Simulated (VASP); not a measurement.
# LiH: single point with HSE06

LiH:

```
Li H
1.0
     0.00000    2.00340    2.00340
     2.00340    0.00000    2.00340
     2.00340    2.00340    0.00000
Li H
1 1
Direct
  0.00000 0.00000 0.00000
  0.50000 0.50000 0.50000
```

| Quantity | Value |
| --- | --- |
| Program | VASP 6.6.1 |
| Task | single point |
| Functional | HSE06 |
| Potentials or basis | VASP PAW PBE potentials, release 64 (Li_sv, H) |
| Cutoff | 520 eV |
| k mesh | 8 × 8 × 8 |
| Occupations | gaussian, width 0.02 eV |
| Spin | no spin polarisation |

| Quantity | Value |
| --- | --- |
| Band gap on the k mesh | 3.97 eV |

Levels at points of the mesh, in eV from the valence-band top:
```tsv
k point	band 1	band 2	band 3	band 4	band 5	band 6
(0.00, 0.00, 0.00)	-47.29	-6.08	17.96	19.48	19.48	19.48
(0.50, 0.00, 0.00)	-47.23	-2.88	5.96	15.27	18.03	18.03
(0.50, 0.50, 0.00)	-47.22	0.00	3.97	12.18	12.18	15.29
```

It took 3.3 min on 1 thread of AMD EPYC 7R13 Processor (Zen 3) (shared host), peak memory 0.21 GiB.

 A k mesh can miss the band edges.
